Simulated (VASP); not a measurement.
A run of VASP 6.6.1:

File INCAR:

```
  PREC = Accurate
  ENCUT = 520
  EDIFF = 1E-6
  ISMEAR = -1
  SIGMA = 0.05
  LREAL = F
  LASPH = T
  NELM = 150
  ALGO = Normal
  ISIF = 2
  LWAVE = F
  LCHARG = F
  ISPIN = 2
  MAGMOM = 4 0
  LORBIT = 11
  LMAXMIX = 4
  GGA = PE
  NBANDS = 20
```

KPOINTS

```
Automatic mesh
0
Gamma
  13 13 13
```

The input POSCAR:

```
MnO
1.0
    0.0000000000      2.2197066463      2.2197066463
    2.2197066463      0.0000000000      2.2197066463
    2.2197066463      2.2197066463      0.0000000000
Mn O
1 1
Direct
    0.0000000000      0.0000000000      0.0000000000
    0.5000000000      0.5000000000      0.5000000000
```

Potentials or basis: VASP PAW PBE potentials, release 64 (Mn_pv, O).

Command:

```console
$ cat potpaw_PBE.64/Mn_pv/POTCAR potpaw_PBE.64/O/POTCAR > POTCAR
$ mpirun -np 1 vasp_std > vasp.out
```

Hardware: 1 thread of Intel(R) Xeon(R) 6975P-C (Granite Rapids), on a shared host.

Estimate the wall time of this run.

Run time: 24 s on 1 thread of Intel(R) Xeon(R) 6975P-C (Granite Rapids) (shared host), peak memory 0.18 GiB. Counts: scf iterations 15, k points 84.
